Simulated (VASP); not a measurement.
# Fe3N (P6_322) in VASP: single point with LDA

Aim: the single point of Fe3N with LDA.

All numbers are computed with VASP 6.6.1; they aren't measurements. Logs are shortened: lines on timing, memory, paths and dates and some standing lists are left out, and cuts for length are marked.

**1. The cell of the first run**

Symmetry: P6_322, No. 182, hexagonal system. Conventional cell: a = 4.716 Å, b = 4.716 Å, c = 4.394 Å, α = 90.00°, β = 90.00°, γ = 120.00°. Fe (site symmetry 2) has 2 N at 1.92 Å within 2.5 Å. N (site symmetry 32) has 6 Fe at 1.92 Å within 2.5 Å.

**2. Single point, LDA**

The input, INCAR:

```
SYSTEM = Fe3N
PREC = Accurate
ENCUT = 520
EDIFF = 1E-7
ISMEAR = 1
SIGMA = 0.05
LREAL = .FALSE.
LASPH = .TRUE.
NELM = 100
ALGO = Normal
ISIF = 2
LWAVE = .FALSE.
LCHARG = .FALSE.
NBANDS = 39
```

The input, KPOINTS:

```
Automatic mesh
0
G
  5 5 5
  0 0 0
```

The input, POSCAR:

```
Fe3N
1.0
    4.7160018200      0.0000000000      0.0000000000
   -2.3580009100      4.0841773800      0.0000000000
    0.0000000000      0.0000000000      4.3940000000
Fe N
6 2
Direct
    0.0000000000      0.6665500000      0.0000000000
    0.3334500000      0.3334500000      0.0000000000
    0.6665500000      0.0000000000      0.0000000000
    0.3334500000      0.0000000000      0.5000000000
    0.6665500000      0.6665500000      0.5000000000
    0.0000000000      0.3334500000      0.5000000000
    0.3333333300      0.6666666700      0.2500000000
    0.6666666700      0.3333333300      0.7500000000
```

Potentials or basis: VASP PAW LDA potentials, release 64 (Fe, N).

Started as:

```console
> cat potpaw_LDA.64/Fe/POTCAR potpaw_LDA.64/N/POTCAR > POTCAR
> mpirun -np 1 vasp_std > vasp.out
```

OUTCAR:

```text
SYSTEM = Fe3N
   PREC = Accurate
   ENCUT = 520
   EDIFF = 1E-7
   ISMEAR = 1
   LREAL = .FALSE.
   LASPH = .TRUE.
   NELM = 100
   ISIF = 2

 ion  position               nearest neighbor table
   1  0.000  0.667  0.000-   7 1.92   8 1.92   6 2.70   6 2.70   4 2.70   4 2.70   5 2.70   5 2.70
                             3 2.72   3 2.72   2 2.72   2 2.72   2 2.72   3 2.72
   2  0.333  0.333  0.000-   7 1.92   8 1.92   5 2.70   5 2.70   4 2.70   4 2.70   6 2.70   6 2.70
                             3 2.72   3 2.72   1 2.72   1 2.72   1 2.72   3 2.72
   3  0.667  0.000  0.000-   8 1.92   7 1.92   4 2.70   4 2.70   6 2.70   5 2.70   5 2.70   6 2.70
                             1 2.72   2 2.72   2 2.72   1 2.72   1 2.72   2 2.72
   4  0.333  0.000  0.500-   7 1.92   8 1.92   3 2.70   3 2.70   1 2.70   1 2.70   2 2.70   2 2.70
                             5 2.72   6 2.72   6 2.72   5 2.72   6 2.72   5 2.72
   5  0.667  0.667  0.500-   8 1.92   7 1.92   2 2.70   2 2.70   3 2.70   3 2.70   1 2.70   1 2.70
                             4 2.72   4 2.72   6 2.72   6 2.72   6 2.72   4 2.72
   6  0.000  0.333  0.500-   8 1.92   7 1.92   1 2.70   1 2.70   3 2.70   3 2.70   2 2.70   2 2.70
                             4 2.72   4 2.72   5 2.72   5 2.72   5 2.72   4 2.72
   7  0.333  0.667  0.250-   4 1.92   1 1.92   3 1.92   6 1.92   2 1.92   5 1.92
   8  0.667  0.333  0.750-   3 1.92   6 1.92   4 1.92   1 1.92   5 1.92   2 1.92

  LATTYP: Found a hexagonal cell.
 ALAT       =     4.7160018200
 C/A-ratio  =     0.9317214386

  Lattice vectors:

 A1 = (   4.7160018200,   0.0000000000,   0.0000000000)
 A2 = (  -2.3580009100,   4.0841773800,   0.0000000000)
 A3 = (   0.0000000000,   0.0000000000,   4.3940000000)

Analysis of symmetry for initial positions (statically):
=====================================================================
 Subroutine PRICEL returns:
 Original cell was already a primitive cell.

 Routine SETGRP: Setting up the symmetry group for a
 hexagonal supercell.

 Subroutine GETGRP returns: Found 12 space group operations
 (whereof  6 operations were pure point group operations)
 out of a pool of 24 trial point group operations.

The static configuration has the point symmetry D_3 .
 The point group associated with its full space group is D_6 .

Analysis of symmetry for dynamics (positions and initial velocities):
=====================================================================
 Subroutine PRICEL returns:
 Original cell was already a primitive cell.

 Routine SETGRP: Setting up the symmetry group for a
 hexagonal supercell.

 Subroutine GETGRP returns: Found 12 space group operations
 (whereof  6 operations were pure point group operations)
 out of a pool of 24 trial point group operations.

The dynamic configuration has the point symmetry D_3 .
 The point group associated with its full space group is D_6 .

 Subroutine INISYM returns: Found 12 space group operations
 (whereof  6 operations are pure point group operations),
 and found     1 'primitive' translations

----------------------------------------------------------------------------------------

                                     Primitive cell

  volume of cell :      84.6328

  direct lattice vectors                    reciprocal lattice vectors
     4.716001820  0.000000000  0.000000000     0.212044023  0.122423674  0.000000000
    -2.358000910  4.084177380  0.000000000     0.000000000  0.244847348  0.000000000
     0.000000000  0.000000000  4.394000000     0.000000000  0.000000000  0.227583068

  length of vectors
     4.716001820  4.716001820  4.394000000     0.244847348  0.244847348  0.227583068

  position of ions in fractional coordinates (direct lattice)
     0.000000000  0.666550000  0.000000000
     0.333450000  0.333450000  0.000000000
     0.666550000  0.000000000  0.000000000
     0.333450000  0.000000000  0.500000000
     0.666550000  0.666550000  0.500000000
     0.000000000  0.333450000  0.500000000
     0.333333330  0.666666670  0.250000000
     0.666666670  0.333333330  0.750000000

  ion indices of the primitive-cell ions
   primitive index   ion index
                 1           1
                 2           2
                 3           3
                 4           4
                 5           5
                 6           6
                 7           7
                 8           8

----------------------------------------------------------------------------------------

 KPOINTS: Automatic mesh

Automatic generation of k-mesh.
 Grid dimensions read from file:
 generate k-points for:    5    5    5

 Generating k-lattice:

  Cartesian coordinates                     Fractional coordinates (reciprocal lattice)
     0.042408805  0.024484735  0.000000000     0.200000000 -0.000000000  0.000000000
     0.000000000  0.048969470  0.000000000     0.000000000  0.200000000  0.000000000
     0.000000000  0.000000000  0.045516614     0.000000000  0.000000000  0.200000000

  Length of vectors
     0.048969470  0.048969470  0.045516614

  Shift w.r.t. Gamma in fractional coordinates (k-lattice)
     0.000000000  0.000000000  0.000000000

 Subroutine IBZKPT returns following result:
 ===========================================

 Found     15 irreducible k-points:

 Following reciprocal coordinates:
            Coordinates               Weight
  0.000000  0.000000  0.000000      1.000000
  0.200000  0.000000  0.000000      6.000000
  0.400000  0.000000  0.000000      6.000000
  0.200000  0.200000  0.000000      6.000000
  0.400000  0.200000  0.000000      6.000000
  0.000000  0.000000  0.200000      2.000000
  0.200000  0.000000  0.200000     12.000000
  0.400000  0.000000  0.200000     12.000000
  0.200000  0.200000  0.200000     12.000000
  0.400000  0.200000  0.200000     12.000000
  0.000000  0.000000  0.400000      2.000000
  0.200000  0.000000  0.400000     12.000000
  0.400000  0.000000  0.400000     12.000000
  0.200000  0.200000  0.400000     12.000000
  0.400000  0.200000  0.400000     12.000000
   k-points           NKPTS =     15   k-points in BZ     NKDIM =     15   number of bands    NBANDS=     39
   number of dos      NEDOS =    301   number of ions     NIONS =      8
   total plane-waves  NPLWV =  46656
   dimension x,y,z NGX =    36 NGY =   36 NGZ =   36
   dimension x,y,z NGXF=    72 NGYF=   72 NGZF=   72
   ions per type =               6   2
   NGX,Y,Z   is equivalent  to a cutoff of  12.69, 12.69, 13.62 a.u.
   NGXF,Y,Z  is equivalent  to a cutoff of  25.38, 25.38, 27.24 a.u.
 SYSTEM =  Fe3N
   PREC   = accura    normal or accurate (medium, high low for compatibility)
   ISTART =      0    job   : 0-new  1-cont  2-samecut
   ICHARG =      2    charge: 1-file 2-atom 10-const
   ISPIN  =      1    spin polarized calculation?
   LNONCOLLINEAR =      F non collinear calculations
   LSORBIT =      F    spin-orbit coupling
   LASPH  =      T    aspherical Exc in radial PAW
   ENCUT  =  520.0 eV  38.22 Ry    6.18 a.u.   8.77  8.77  8.17*2*pi/ulx,y,z
   NELM   =    100;   NELMIN=  2; NELMDL= -5     # of ELM steps
   EDIFF  = 0.1E-06   stopping-criterion for ELM
   LREAL  =      F    real-space projection
   EDIFFG = 0.1E-05   stopping-criterion for IOM
   NSW    =      0    number of steps for IOM
   IBRION =     -1    ionic relax: 0-MD 1-quasi-New 2-CG
   NFREE  =      0    steps in history (QN), initial steepest desc. (CG)
   ISIF   =      2    stress and relaxation
   ISYM   =      2    0-nonsym 1-usesym 2-fastsym
   POTIM  = 0.5000    time-step for ionic-motion
   TEBEG  =    0.0;   TEEND  =   0.0 temperature during run
   PSTRESS=    0.0 pullay stress
   NELECT =      58.0000    total number of electrons
   NUPDOWN=      -1.0000    fix difference up-down
   EMIN   =  10.00;   EMAX   =-10.00  energy-range for DOS
   EFERMI =   0.00;   METHOD = LEGACY
   ISMEAR =     1;   SIGMA  =   0.05  broadening in eV -4-tet -1-fermi 0-gaus
   EFERMI_NEDOS =   21; number of points for ismear=-14 and -15
   IALGO  =     38    algorithm
   IMIX   =      4    mixing-type and parameters
     AMIX     =   0.40;   BMIX     =  1.00
     AMIX_MAG =   1.60;   BMIX_MAG =  1.00
  volume/ion in A,a.u.               =      10.58        71.39
  Fermi-wavevector in a.u.,A,eV,Ry     =   1.443349  2.727534 28.344415  2.083256
  Thomas-Fermi vector in A             =   2.561766
   LORBIT       =      0    0 simple, 1 ext, 2 COOP (PROOUT), +10 PAW based schemes
   GGA     = CA    functional components
   LHFCALC =     F    Hartree Fock is set to
   AEXX    =    0.0000 exact exchange contribution
   IVDW    =     0    specifies the selected vdW correction
   LEPSILON=     F    determine dielectric tensor
   LRPA    =     F    only Hartree local field effects (RPA)
 non-spin polarized calculation
 Methfessel and Paxton  Order N= 1 SIGMA  =   0.05
  energy-cutoff  :      520.00
  volume of cell :       84.63
 maximum number of plane-waves:      2293
 NGX is ok and might be reduce to    36
   NGX = 17   NGY = 17   NGZ = 17

 number of electron      57.9999981 magnetization

 Free energy of the ion-electron system (eV)
  ---------------------------------------------------
  ext. energy  EPLUGINS =         0.00000000
  ---------------------------------------------------
  free energy    TOTEN  =       -73.22277897 eV

  energy without entropy =      -73.22145589  energy(sigma->0) =      -73.22233794

 E-fermi :   5.6674     XC(G=0): -13.0966

 val. band max:        5.6613320063   @ k =   0.4000   0.2000   0.2000
 cond. band min:       5.6708140404   @ k =   0.0000   0.0000   0.4000
 fundamental gap:      0.0094820341
 Fermi energy:         5.6673568451

 k-point     1 :       0.0000    0.0000    0.0000
  band No.  band energies     occupation
      1     -11.1593      2.00000
      2     -10.0024      2.00000
      3      -1.6748      2.00000
      4      -0.9085      2.00000
      5      -0.9085      2.00000
      6      -0.7689      2.00000
[... 31 lines left out ...]
     38       7.5668      0.00000
     39       7.8356      0.00000
[... 586 lines left out ...]
     38       7.8339      0.00000
     39       8.8188      0.00000

------------------------ aborting loop because EDIFF is reached ----------------------------------------

  FORCE on cell =-STRESS in cart. coord.  units (eV):
  Direction    XX          YY          ZZ          XY          YZ          ZX
  --------------------------------------------------------------------------------------
  -------------------------------------------------------------------------------------
  Total      -21.0791948    -21.0791948    -18.2114914      0.0000000      0.0000000      0.0000000
  in kB     -399.0487794   -399.0487793   -344.7604853      0.0000000      0.0000000      0.0000000
  external PRESSURE =    -380.9526813 kB  Pullay stress =       0.0000000 kB

 VOLUME and BASIS-vectors are now :
 -----------------------------------------------------------------------------
  energy-cutoff  :      520.00
  volume of cell :       84.63
      direct lattice vectors                 reciprocal lattice vectors
     4.716001820  0.000000000  0.000000000     0.212044023  0.122423674  0.000000000
    -2.358000910  4.084177380  0.000000000     0.000000000  0.244847348  0.000000000
     0.000000000  0.000000000  4.394000000     0.000000000  0.000000000  0.227583068

 POSITION                                       TOTAL-FORCE (eV/Angst)
 -----------------------------------------------------------------------------------
     -1.57173      2.72231      0.00000         0.087413     -0.151403     -0.000000
      0.78628      1.36187      0.00000         0.087413      0.151403     -0.000000
      3.14345      0.00000      0.00000        -0.174825      0.000000     -0.000000
      1.57255      0.00000      2.19700         0.174825      0.000000      0.000000
      1.57173      2.72231      2.19700        -0.087413     -0.151403     -0.000000
     -0.78628      1.36187      2.19700        -0.087413      0.151403     -0.000000
     -0.00000      2.72278      1.09850        -0.000000     -0.000000      0.000000
      2.35800      1.36139      3.29550        -0.000000      0.000000     -0.000000
 -----------------------------------------------------------------------------------
    total drift:                               -0.000013      0.000006     -0.000003

  FREE ENERGIE OF THE ION-ELECTRON SYSTEM (eV)
  ---------------------------------------------------
  free  energy   TOTEN  =       -73.2227789668 eV

  energy  without entropy=      -73.2214558861  energy(sigma->0) =      -73.22233794
```

Wall time 2.3 min (1 thread of Intel Xeon 8259CL, shared host); peak memory 0.19 GiB.

What came out:

| Quantity | Value |
| --- | --- |
| Free energy | -73.2228 eV |
| Pressure | -38.1 GPa |
| Largest force | 0.175 eV/Å |
| Band gap on the k mesh | zero (bands 29 and 30 overlap by 0.06 eV) |

Forces on the atoms (eV/Å):
```
Fe   0.087 -0.151  0.000
Fe   0.087  0.151  0.000
Fe  -0.175  0.000  0.000
Fe   0.175  0.000  0.000
Fe  -0.087 -0.151  0.000
Fe  -0.087  0.151  0.000
N    0.000  0.000  0.000
N    0.000  0.000  0.000
```

Stress tensor (GPa, compression positive):
```
-39.90   0.00   0.00
  0.00 -39.90   0.00
  0.00   0.00 -34.48
```

Levels at points of the mesh, in eV from the Fermi level:
```
           k point  band 26  band 27  band 28  band 29  band 30  band 31  band 32  band 33
(0.00, 0.00, 0.00)    -0.80    -0.22    -0.01    -0.01     0.11     0.11     0.16     0.88
```

Caveat: the cell stands under tension; the run has no spin polarisation, though such a crystal can be magnetic.
